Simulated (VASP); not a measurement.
# InP (F-43m) in VASP: notebook

InP is run at these levels: r2SCAN, PBE; tasks: single point, relaxation of cell and atoms.

Program: VASP 6.6.1. These are calculated values, not measurements. Logs are shortened: lines on timing, memory, paths and dates and some standing lists are left out, and cuts for length are marked.

## Step 1: The cell of the first run

Symmetry: F-43m, No. 216, cubic system. The conventional cell has a = 5.908 Å, b = 5.908 Å, c = 5.908 Å, α = 90.00°, β = 90.00°, γ = 90.00°. In (site symmetry -43m) has 4 P at 2.56 Å within 3.4 Å. P (site symmetry -43m) has 4 In at 2.56 Å within 3.4 Å.

## Step 2: Single point, r2SCAN

POSCAR reads:

```
InP
1.0
    0.0000000000      2.9537876420      2.9537876420
    2.9537876420      0.0000000000      2.9537876420
    2.9537876420      2.9537876420      0.0000000000
In P
1 1
Direct
    0.0000000000      0.0000000000      0.0000000000
    0.2500000000      0.2500000000      0.2500000000
```

INCAR.step1 reads:

```
PREC = Accurate
ENCUT = 520
ISMEAR = -1
SIGMA = 0.02
LREAL = F
LASPH = T
NELM = 60
NBANDS = 16
GGA = PE
ALGO = Normal
EDIFF = 1E-4
LWAVE = T
LCHARG = F
```

INCAR.step2 reads:

```
PREC = Accurate
ENCUT = 520
EDIFF = 1E-6
ISMEAR = -1
SIGMA = 0.02
LREAL = F
LASPH = T
NELM = 60
ALGO = Normal
ISIF = 2
LWAVE = F
LCHARG = T
METAGGA = R2SCAN
LMIXTAU = T
LELF = T
LVHAR = T
NBANDS = 16
ISTART = 1
```

KPOINTS reads:

```
Automatic mesh
0
Gamma
  6 6 6
```

Potentials or basis: VASP PAW PBE potentials, release 64 (In_d, P).

Run with:

```console
cat potpaw_PBE.64/In_d/POTCAR potpaw_PBE.64/P/POTCAR > POTCAR
cp INCAR.step1 INCAR
mpirun -np 1 vasp_std > vasp.out
cp INCAR.step2 INCAR
mpirun -np 1 vasp_std > vasp.out
```

OUTCAR:

```text
PREC = Accurate
   ENCUT = 520
   EDIFF = 1E-6
   ISMEAR = -1
   LREAL = F
   LASPH = T
   NELM = 60
   ISIF = 2
   METAGGA = R2SCAN
   ISTART = 1

 ion  position               nearest neighbor table
   1  0.000  0.000  0.000-   2 2.56   2 2.56   2 2.56   2 2.56
   2  0.250  0.250  0.250-   1 2.56   1 2.56   1 2.56   1 2.56

  LATTYP: Found a face centered cubic cell.
 ALAT       =     5.9075752840

  Lattice vectors:

 A1 = (   0.0000000000,   2.9537876420,   2.9537876420)
 A2 = (   2.9537876420,   0.0000000000,   2.9537876420)
 A3 = (   2.9537876420,   2.9537876420,   0.0000000000)

Analysis of symmetry for initial positions (statically):
=====================================================================
 Subroutine PRICEL returns:
 Original cell was already a primitive cell.

 Routine SETGRP: Setting up the symmetry group for a
 face centered cubic supercell.

 Subroutine GETGRP returns: Found 24 space group operations
 (whereof 24 operations were pure point group operations)
 out of a pool of 48 trial point group operations.

The static configuration has the point symmetry T_d .

Analysis of symmetry for dynamics (positions and initial velocities):
=====================================================================
 Subroutine PRICEL returns:
 Original cell was already a primitive cell.

 Routine SETGRP: Setting up the symmetry group for a
 face centered cubic supercell.

 Subroutine GETGRP returns: Found 24 space group operations
 (whereof 24 operations were pure point group operations)
 out of a pool of 48 trial point group operations.

The dynamic configuration has the point symmetry T_d .

 Subroutine INISYM returns: Found 24 space group operations
 (whereof 24 operations are pure point group operations),
 and found     1 'primitive' translations

----------------------------------------------------------------------------------------

                                     Primitive cell

  volume of cell :      51.5428

  direct lattice vectors                    reciprocal lattice vectors
     0.000000000  2.953787642  2.953787642    -0.169274186  0.169274186  0.169274186
     2.953787642  0.000000000  2.953787642     0.169274186 -0.169274186  0.169274186
     2.953787642  2.953787642  0.000000000     0.169274186  0.169274186 -0.169274186

  length of vectors
     4.177286544  4.177286544  4.177286544     0.293191491  0.293191491  0.293191491

  position of ions in fractional coordinates (direct lattice)
     0.000000000  0.000000000  0.000000000
     0.250000000  0.250000000  0.250000000

  ion indices of the primitive-cell ions
   primitive index   ion index
                 1           1
                 2           2

----------------------------------------------------------------------------------------

 KPOINTS: Automatic mesh

Automatic generation of k-mesh.
 Grid dimensions read from file:
 generate k-points for:    6    6    6

 Generating k-lattice:

  Cartesian coordinates                     Fractional coordinates (reciprocal lattice)
    -0.028212364  0.028212364  0.028212364     0.166666667  0.000000000  0.000000000
     0.028212364 -0.028212364  0.028212364     0.000000000  0.166666667  0.000000000
     0.028212364  0.028212364 -0.028212364     0.000000000  0.000000000  0.166666667

  Length of vectors
     0.048865249  0.048865249  0.048865249

  Shift w.r.t. Gamma in fractional coordinates (k-lattice)
     0.000000000  0.000000000  0.000000000

 Subroutine IBZKPT returns following result:
 ===========================================

 Found     16 irreducible k-points:

 Following reciprocal coordinates:
            Coordinates               Weight
  0.000000  0.000000  0.000000      1.000000
  0.166667  0.000000  0.000000      8.000000
  0.333333  0.000000  0.000000      8.000000
  0.500000  0.000000  0.000000      4.000000
  0.166667  0.166667  0.000000      6.000000
  0.333333  0.166667  0.000000     24.000000
[... 8 lines left out ...]
 -0.333333  0.333333  0.166667     24.000000
 -0.333333  0.500000  0.166667     12.000000
   k-points           NKPTS =     16   k-points in BZ     NKDIM =     16   number of bands    NBANDS=     16
   number of dos      NEDOS =    301   number of ions     NIONS =      2
   total plane-waves  NPLWV =  32768
   dimension x,y,z NGX =    32 NGY =   32 NGZ =   32
   dimension x,y,z NGXF=    64 NGYF=   64 NGZF=   64
   ions per type =               1   1
   NGX,Y,Z   is equivalent  to a cutoff of  12.74, 12.74, 12.74 a.u.
   NGXF,Y,Z  is equivalent  to a cutoff of  25.47, 25.47, 25.47 a.u.
 SYSTEM =  unknown system
   PREC   = accura    normal or accurate (medium, high low for compatibility)
   ISTART =      1    job   : 0-new  1-cont  2-samecut
   ICHARG =      0    charge: 1-file 2-atom 10-const
   ISPIN  =      1    spin polarized calculation?
   LNONCOLLINEAR =      F non collinear calculations
   LSORBIT =      F    spin-orbit coupling
   LASPH  =      T    aspherical Exc in radial PAW
   ENCUT  =  520.0 eV  38.22 Ry    6.18 a.u.   7.77  7.77  7.77*2*pi/ulx,y,z
   NELM   =     60;   NELMIN=  2; NELMDL=  0     # of ELM steps
   EDIFF  = 0.1E-05   stopping-criterion for ELM
   LREAL  =      F    real-space projection
   EDIFFG = 0.1E-04   stopping-criterion for IOM
   NSW    =      0    number of steps for IOM
   IBRION =     -1    ionic relax: 0-MD 1-quasi-New 2-CG
   NFREE  =      0    steps in history (QN), initial steepest desc. (CG)
   ISIF   =      2    stress and relaxation
   ISYM   =      2    0-nonsym 1-usesym 2-fastsym
   POTIM  = 0.5000    time-step for ionic-motion
   TEBEG  =    0.0;   TEEND  =   0.0 temperature during run
   PSTRESS=    0.0 pullay stress
   NELECT =      18.0000    total number of electrons
   NUPDOWN=      -1.0000    fix difference up-down
   EMIN   =  10.00;   EMAX   =-10.00  energy-range for DOS
   EFERMI =   0.00;   METHOD = LEGACY
   ISMEAR =    -1;   SIGMA  =   0.02  broadening in eV -4-tet -1-fermi 0-gaus
   EFERMI_NEDOS =   21; number of points for ismear=-14 and -15
   IALGO  =     38    algorithm
   IMIX   =      4    mixing-type and parameters
     AMIX     =   0.40;   BMIX     =  1.00
     AMIX_MAG =   1.60;   BMIX_MAG =  1.00
  volume/ion in A,a.u.               =      25.77       173.91
  Fermi-wavevector in a.u.,A,eV,Ry     =   1.152860  2.178589 18.083301  1.329085
  Thomas-Fermi vector in A             =   2.289508
   LORBIT       =      0    0 simple, 1 ext, 2 COOP (PROOUT), +10 PAW based schemes
   METAGGA = R2SCAN    functional components
   LHFCALC =     F    Hartree Fock is set to
   AEXX    =    0.0000 exact exchange contribution
   IVDW    =     0    specifies the selected vdW correction
   LEPSILON=     F    determine dielectric tensor
   LRPA    =     F    only Hartree local field effects (RPA)
 non-spin polarized calculation
  energy-cutoff  :      520.00
  volume of cell :       51.54
 maximum number of plane-waves:      1411
   NGX = 15   NGY = 15   NGZ = 15

 number of electron      18.0000009 magnetization

 Free energy of the ion-electron system (eV)
  ---------------------------------------------------
  ext. energy  EPLUGINS =         0.00000000
  ---------------------------------------------------
  free energy    TOTEN  =       -32.28840284 eV

  energy without entropy =      -32.28840284  energy(sigma->0) =      -32.28840284

 E-fermi :   5.2237     XC(G=0):  -9.7689

 val. band max:        4.7587733455   @ k =   0.0000   0.0000   0.0000
 cond. band min:       5.7874971817   @ k =   0.0000   0.0000   0.0000
 fundamental gap:      1.0287238362
 Fermi energy:         5.2236992095

 k-point     1 :       0.0000    0.0000    0.0000
  band No.  band energies     occupation
      1      -9.8589      2.00000
      2      -9.8589      2.00000
      3      -9.8589      2.00000
      4      -9.6925      2.00000
      5      -9.6925      2.00000
      6      -7.0764      2.00000
[... 8 lines left out ...]
     15      14.6402      0.00000
     16      14.6402      0.00000

 k-point     2 :       0.1667    0.0000    0.0000
  band No.  band energies     occupation
      1      -9.8919      2.00000
      2      -9.8464      2.00000
      3      -9.8464      2.00000
      4      -9.6920      2.00000
      5      -9.6920      2.00000
      6      -6.7583      2.00000
[... 8 lines left out ...]
     15      13.8045      0.00000
     16      14.6953      0.00000

 k-point     3 :       0.3333    0.0000    0.0000
  band No.  band energies     occupation
      1      -9.9527      2.00000
      2      -9.8258      2.00000
      3      -9.8258      2.00000
      4      -9.6862      2.00000
      5      -9.6862      2.00000
      6      -5.9449      2.00000
[... 8 lines left out ...]
     15      14.3169      0.00000
     16      14.3169      0.00000

 k-point     4 :       0.5000    0.0000    0.0000
  band No.  band energies     occupation
      1      -9.9810      2.00000
      2      -9.8182      2.00000
      3      -9.8182      2.00000
      4      -9.6803      2.00000
      5      -9.6803      2.00000
      6      -5.3501      2.00000
[... 8 lines left out ...]
     15      15.9332      0.00000
     16      15.9332      0.00000
[... 172 lines left out ...]
 k-point    14 :       0.5000    0.3333    0.1667
  band No.  band energies     occupation
      1      -9.9959      2.00000
      2      -9.8028      2.00000
      3      -9.7856      2.00000
      4      -9.7112      2.00000
      5      -9.6746      2.00000
      6      -5.3152      2.00000
[... 8 lines left out ...]
     15      16.3966      0.00000
     16      17.0759      0.00000

 k-point    15 :      -0.3333    0.3333    0.1667
  band No.  band energies     occupation
      1     -10.0067      2.00000
      2      -9.8024      2.00000
      3      -9.7744      2.00000
      4      -9.7062      2.00000
      5      -9.6791      2.00000
      6      -4.8446      2.00000
[... 8 lines left out ...]
     15      16.4119      0.00000
     16      16.8852      0.00000

 k-point    16 :      -0.3333    0.5000    0.1667
  band No.  band energies     occupation
      1     -10.0259      2.00000
      2      -9.7853      2.00000
      3      -9.7598      2.00000
      4      -9.7215      2.00000
      5      -9.6706      2.00000
      6      -4.6438      2.00000
[... 8 lines left out ...]
     15      16.5475      0.00000
     16      17.3019      0.00000

------------------------ aborting loop because EDIFF is reached ----------------------------------------

  FORCE on cell =-STRESS in cart. coord.  units (eV):
  Direction    XX          YY          ZZ          XY          YZ          ZX
  --------------------------------------------------------------------------------------
  -------------------------------------------------------------------------------------
  Total       -0.0398593     -0.0398593     -0.0398593      0.0000000     -0.0000000     -0.0000000
  in kB       -1.2390027     -1.2390027     -1.2390027      0.0000000     -0.0000000     -0.0000000
  external PRESSURE =      -1.2390027 kB  Pullay stress =       0.0000000 kB

 VOLUME and BASIS-vectors are now :
 -----------------------------------------------------------------------------
  energy-cutoff  :      520.00
  volume of cell :       51.54
      direct lattice vectors                 reciprocal lattice vectors
     0.000000000  2.953787642  2.953787642    -0.169274186  0.169274186  0.169274186
     2.953787642  0.000000000  2.953787642     0.169274186 -0.169274186  0.169274186
     2.953787642  2.953787642  0.000000000     0.169274186  0.169274186 -0.169274186

 POSITION                                       TOTAL-FORCE (eV/Angst)
 -----------------------------------------------------------------------------------
      0.00000      0.00000      0.00000        -0.000000     -0.000000     -0.000000
      1.47689      1.47689      1.47689         0.000000      0.000000      0.000000
 -----------------------------------------------------------------------------------
    total drift:                               -0.000002     -0.000002     -0.000002

  FREE ENERGIE OF THE ION-ELECTRON SYSTEM (eV)
  ---------------------------------------------------
  free  energy   TOTEN  =       -32.2884028406 eV

  energy  without entropy=      -32.2884028406  energy(sigma->0) =      -32.28840284
```

It took 27 s on 1 thread of Intel Xeon Platinum 8559C (Emerald Rapids), shared host; peak memory 0.17 GiB.

Results:

```
Free energy            : -32.2884 eV
Pressure               : -0.1 GPa
Band gap on the k mesh : 1.03 eV, direct
```

Levels at points of the mesh, in eV from the valence-band top:
```tsv
k point	band 7	band 8	band 9	band 10	band 11	band 12
(0.00, 0.00, 0.00)	0.00	0.00	0.00	1.03	4.44	4.44
(0.50, 0.00, 0.00)	-5.75	-0.97	-0.97	1.80	5.15	5.15
(0.50, 0.50, 0.00)	-5.77	-2.33	-2.33	2.04	2.54	9.72
```

Caveat: the PAW data sets were made with another functional, which shifts forces and pressure a little; spin-orbit coupling is left out, which moves the levels of the heavy elements.

## Step 3: Single point, r2SCAN

POSCAR is that of step 2.

INCAR.step1 reads:

```
SYSTEM = InP
ALGO = Normal ; EDIFF = 1E-4
ENCUT = 520 ; GGA = PE
ISMEAR = 0 ; LASPH = .TRUE.
LCHARG = .FALSE. ; LREAL = .FALSE.
LWAVE = .TRUE. ; NBANDS = 16
NELM = 60 ; PREC = Accurate
SIGMA = 0.01
```

INCAR.step2 reads:

```
SYSTEM = InP
ALGO = Normal ; EDIFF = 1E-7
ENCUT = 520 ; ISIF = 2
ISMEAR = 0 ; ISTART = 1
LASPH = .TRUE. ; LCHARG = .FALSE.
LMIXTAU = .TRUE. ; LREAL = .FALSE.
LWAVE = .FALSE. ; METAGGA = R2SCAN
NBANDS = 16 ; NELM = 60
PREC = Accurate ; SIGMA = 0.01
```

KPOINTS reads:

```
k-points
0
G
  8 8 8
  0 0 0
```

Potentials or basis: VASP PAW PBE potentials, release 64 (In_d, P).

Run with:

```console
cat potpaw_PBE.64/In_d/POTCAR potpaw_PBE.64/P/POTCAR > POTCAR
cp INCAR.step1 INCAR
mpirun -np 1 vasp_std > vasp.out
cp INCAR.step2 INCAR
mpirun -np 1 vasp_std > vasp.out
```

OUTCAR:

```text
SYSTEM = InP
   EDIFF = 1E-7
   ENCUT = 520
   ISIF = 2
   ISMEAR = 0
   ISTART = 1
   LASPH = .TRUE.
   LREAL = .FALSE.
   METAGGA = R2SCAN
   NELM = 60
   PREC = Accurate

 ion  position               nearest neighbor table
   1  0.000  0.000  0.000-   2 2.56   2 2.56   2 2.56   2 2.56
   2  0.250  0.250  0.250-   1 2.56   1 2.56   1 2.56   1 2.56

  LATTYP: Found a face centered cubic cell.
 ALAT       =     5.9075752840

  Lattice vectors:

 A1 = (   0.0000000000,   2.9537876420,   2.9537876420)
 A2 = (   2.9537876420,   0.0000000000,   2.9537876420)
 A3 = (   2.9537876420,   2.9537876420,   0.0000000000)

Analysis of symmetry for initial positions (statically):
=====================================================================
 Subroutine PRICEL returns:
 Original cell was already a primitive cell.

 Routine SETGRP: Setting up the symmetry group for a
 face centered cubic supercell.

 Subroutine GETGRP returns: Found 24 space group operations
 (whereof 24 operations were pure point group operations)
 out of a pool of 48 trial point group operations.

The static configuration has the point symmetry T_d .

Analysis of symmetry for dynamics (positions and initial velocities):
=====================================================================
 Subroutine PRICEL returns:
 Original cell was already a primitive cell.

 Routine SETGRP: Setting up the symmetry group for a
 face centered cubic supercell.

 Subroutine GETGRP returns: Found 24 space group operations
 (whereof 24 operations were pure point group operations)
 out of a pool of 48 trial point group operations.

The dynamic configuration has the point symmetry T_d .

 Subroutine INISYM returns: Found 24 space group operations
 (whereof 24 operations are pure point group operations),
 and found     1 'primitive' translations

----------------------------------------------------------------------------------------

                                     Primitive cell

[... 104 lines left out ...]
   EFERMI =   0.00;   METHOD = LEGACY
   ISMEAR =     0;   SIGMA  =   0.01  broadening in eV -4-tet -1-fermi 0-gaus
   EFERMI_NEDOS =   21; number of points for ismear=-14 and -15
   IALGO  =     38    algorithm
   IMIX   =      4    mixing-type and parameters
     AMIX     =   0.40;   BMIX     =  1.00
     AMIX_MAG =   1.60;   BMIX_MAG =  1.00
  volume/ion in A,a.u.               =      25.77       173.91
  Fermi-wavevector in a.u.,A,eV,Ry     =   1.152860  2.178589 18.083301  1.329085
  Thomas-Fermi vector in A             =   2.289508
   LORBIT       =      0    0 simple, 1 ext, 2 COOP (PROOUT), +10 PAW based schemes
   METAGGA = R2SCAN    functional components
   LHFCALC =     F    Hartree Fock is set to
   AEXX    =    0.0000 exact exchange contribution
   IVDW    =     0    specifies the selected vdW correction
   LEPSILON=     F    determine dielectric tensor
   LRPA    =     F    only Hartree local field effects (RPA)
 non-spin polarized calculation
 Gauss-broadening in eV      SIGMA  =   0.01
  energy-cutoff  :      520.00
  volume of cell :       51.54
 maximum number of plane-waves:      1411
   NGX = 15   NGY = 15   NGZ = 15

 number of electron      18.0000009 magnetization

 Free energy of the ion-electron system (eV)
  ---------------------------------------------------
  ext. energy  EPLUGINS =         0.00000000
  ---------------------------------------------------
  free energy    TOTEN  =       -32.29734286 eV

  energy without entropy =      -32.29734286  energy(sigma->0) =      -32.29734286

 E-fermi :   4.8486     XC(G=0):  -9.7706

 val. band max:        4.7538924474   @ k =   0.0000   0.0000   0.0000
 cond. band min:       5.7839402368   @ k =   0.0000   0.0000   0.0000
 fundamental gap:      1.0300477894
 Fermi energy:         4.8485873585

 k-point     1 :       0.0000    0.0000    0.0000
  band No.  band energies     occupation
      1      -9.8578      2.00000
      2      -9.8577      2.00000
      3      -9.8577      2.00000
      4      -9.6912      2.00000
      5      -9.6912      2.00000
      6      -7.0812      2.00000
[... 433 lines left out ...]
      3      -9.7882      2.00000
      4      -9.6967      2.00000
      5      -9.6786      2.00000
      6      -5.0385      2.00000
[... 8 lines left out ...]
     15      15.9780      0.00000
     16      16.6336      0.00000

 [... further k-points ...]
[... 5 lines left out ...]
  --------------------------------------------------------------------------------------
  -------------------------------------------------------------------------------------
  Total       -0.0409386     -0.0409386     -0.0409386      0.0000000      0.0000000     -0.0000000
  in kB       -1.2725522     -1.2725522     -1.2725522      0.0000000      0.0000000     -0.0000000
  external PRESSURE =      -1.2725522 kB  Pullay stress =       0.0000000 kB

 VOLUME and BASIS-vectors are now :
 -----------------------------------------------------------------------------
  energy-cutoff  :      520.00
  volume of cell :       51.54
      direct lattice vectors                 reciprocal lattice vectors
     0.000000000  2.953787642  2.953787642    -0.169274186  0.169274186  0.169274186
     2.953787642  0.000000000  2.953787642     0.169274186 -0.169274186  0.169274186
     2.953787642  2.953787642  0.000000000     0.169274186  0.169274186 -0.169274186

 POSITION                                       TOTAL-FORCE (eV/Angst)
 -----------------------------------------------------------------------------------
      0.00000      0.00000      0.00000        -0.000000     -0.000000     -0.000000
      1.47689      1.47689      1.47689         0.000000      0.000000      0.000000
 -----------------------------------------------------------------------------------
    total drift:                               -0.000002     -0.000002     -0.000002

  FREE ENERGIE OF THE ION-ELECTRON SYSTEM (eV)
  ---------------------------------------------------
  free  energy   TOTEN  =       -32.2973428558 eV

  energy  without entropy=      -32.2973428558  energy(sigma->0) =      -32.29734286
```

Run time: 43 s. Hardware: 1 thread of Intel Xeon Platinum 8559C (Emerald Rapids), shared host; peak memory 0.19 GiB.

What came out:

```yaml
Free_energy: -32.2973 eV
Pressure: -0.1 GPa
Band_gap_on_the_k_mesh: 1.03 eV, direct
```

Caveat: the PAW data sets were made with another functional, which shifts forces and pressure a little; spin-orbit coupling is left out, which moves the levels of the heavy elements. r2SCAN opens gaps a little over a GGA but as a rule still falls short of measured ones.

(Continued in part 2 of 2.)
